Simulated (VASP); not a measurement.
Input of a VASP 6.6.1 run:

File INCAR:

```
SYSTEM = SnTe
PREC = Accurate ; ENCUT = 520
EDIFF = 1E-8 ; ISMEAR = -1
SIGMA = 0.08 ; LREAL = .False.
LASPH = .True. ; NELM = 60
ALGO = Normal ; ISIF = 2
LWAVE = .False. ; LCHARG = .False.
GGA = PS ; LEFG = .True.
NBANDS = 17
```

The input KPOINTS:

```
Automatic mesh
0
Gamma
  11 11 11
  0 0 0
```

Contents of POSCAR:

```
SnTe
1.0
    0.0631300000      3.1880650000      3.1880650000
    3.1880650000      0.0631300000      3.1880650000
    3.1880650000      3.1880650000      0.0631300000
Sn Te
1 1
Direct
    0.0000000000      0.0000000000      0.0000000000
    0.5000000000      0.5000000000      0.5000000000
```

Potentials or basis: VASP PAW PBE potentials, release 64 (Sn_d, Te).

The run is started by

```bash
$ cat potpaw_PBE.64/Sn_d/POTCAR potpaw_PBE.64/Te/POTCAR > POTCAR
$ mpirun -np 1 vasp_std > vasp.out
```

Task: Predict the pressure.

Result: -0.5 GPa.

Task: What does it give for the band gap on the k mesh?

Result: 0.19 eV (least direct gap 0.40 eV).

Electric field gradients, principal values (V/Å²):
```csv
atom,least,middle,greatest (by size)
1 Sn,-0.964,-0.964,1.929
2 Te,-11.363,-11.363,22.726
```

Caveat: the cell differs from its parent crystal (equal xy, yz and zx shear strains of +2 %); without QUAD_EFG the Cq values of the log hold for a quadrupole moment of 1 mb, not for the nuclei; the PAW data sets were made with another functional, which shifts forces and pressure a little; spin-orbit coupling is left out, which moves the levels of the heavy elements; an odd mesh through Γ misses points on the zone boundary, where band edges can lie.
